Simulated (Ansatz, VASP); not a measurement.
**AgCl: VASP beside Ansatz**

File INCAR:

```
ALGO = Normal
EDIFF = 1E-7
ENCUT = 520
ISIF = 2
ISMEAR = -1
LASPH = True
LCHARG = False
LREAL = False
LWAVE = False
NBANDS = 16
NELM = 80
PREC = Accurate
SIGMA = 0.03
```

KPOINTS

```
k-points
0
Gamma
  7 7 7
```

POSCAR

```
AgCl
1.0
    0.0000000000      2.7350000000      2.7350000000
    2.7350000000      0.0000000000      2.7350000000
    2.7350000000      2.7350000000      0.0000000000
Ag Cl
1 1
Direct
    0.0000000000      0.0000000000      0.0000000000
    0.5000000000      0.5000000000      0.5000000000
```

Input for Ansatz:

```yaml
crystal:
  lattice:
    - [0.0, 2.735, 2.735]
    - [2.735, 0.0, 2.735]
    - [2.735, 2.735, 0.0]
  atoms:
    - { symbol: Ag, position: [0.0, 0.0, 0.0] }
    - { symbol: Cl, position: [0.5, 0.5, 0.5] }
kpoints:
  mp_grid: { grid: [7, 7, 7] }
scf:
  occupations: { method: fermi_dirac, width: 0.03 }
hamiltonian:
  xc: lda
  pseudopotentials: { kind: all_electron, lapw: { basis_error: 0.001 } }
output:
  forces: true
  stress: true
  eigenvalues: true
  populations: true
```

Alike in both runs: task single point; functional LDA; k mesh 7 × 7 × 7; occupations fermi-dirac, width 0.03 eV; no spin polarisation.

|  | VASP | Ansatz |
| --- | --- | --- |
| version | VASP 6.6.1 | Ansatz 0.2.0 |
| potentials or method | VASP PAW LDA potentials, release 64 (Ag, Cl), cutoff 520 eV | all-electron LAPW, scalar-relativistic |

|  | VASP | Ansatz | Ansatz less VASP |
| --- | --- | --- | --- |
| pressure (GPa) | -3.8 | -3.8 | +0.01 |

LDA's correlation is that of Perdew and Zunger in VASP and of Perdew and Wang (1992) in Ansatz. Ansatz ran all-electron here, and VASP with PAW potentials.
